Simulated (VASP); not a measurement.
A run of VASP 6.6.1 is set up as follows.

Contents of INCAR:

```
PREC     = Accurate       # precision mode
ENCUT    = 520            # plane-wave cutoff, eV
EDIFF    = 1E-8           # SCF threshold, eV
ISMEAR   = -1             # smearing method
SIGMA    = 0.03           # smearing width, eV
LREAL    = F              # projectors in reciprocal space
LASPH    = T              # aspherical terms in the spheres
NELM     = 60             # most SCF steps
ALGO     = Normal         # electronic algorithm
ISIF     = 2              # what is computed and relaxed
LWAVE    = F              # write WAVECAR
LCHARG   = F              # write CHGCAR
GGA      = PS             # functional
LEFG     = T            
NBANDS   = 19             # bands
```

Contents of KPOINTS:

```
regular mesh
0
Gamma
  18 18 8
```

Contents of POSCAR:

```
Zn
1.0
    2.6998652069      0.0000000000      0.0000000000
   -1.3499326034      2.3381518559      0.0000000000
    0.0000000000      0.0000000000      5.0117956229
Zn
2
Direct
    0.3333333333      0.6666666667      0.2500000000
    0.6666666667      0.3333333333      0.7500000000
```

Potentials or basis: VASP PAW PBE potentials, release 64 (Zn).

Run with:

```console
$ cat potpaw_PBE.64/Zn/POTCAR > POTCAR
$ mpirun -np 1 vasp_std > vasp.out
```

Problem. Predict the band gap on the k mesh.

Solution. Zero (band 12 reaches 4.24 eV, above the bottom of band 13 at -0.40 eV).

Problem. Predict the pressure.

Solution. -7.2 GPa.

Stress tensor (GPa, compression positive):
```
-8.10  0.00  0.00
 0.00 -8.10  0.00
 0.00  0.00 -5.49
```

Caveat: without QUAD_EFG the Cq values of the log hold for a quadrupole moment of 1 mb, not for the nuclei; the PAW data sets were made with another functional, which shifts forces and pressure a little.
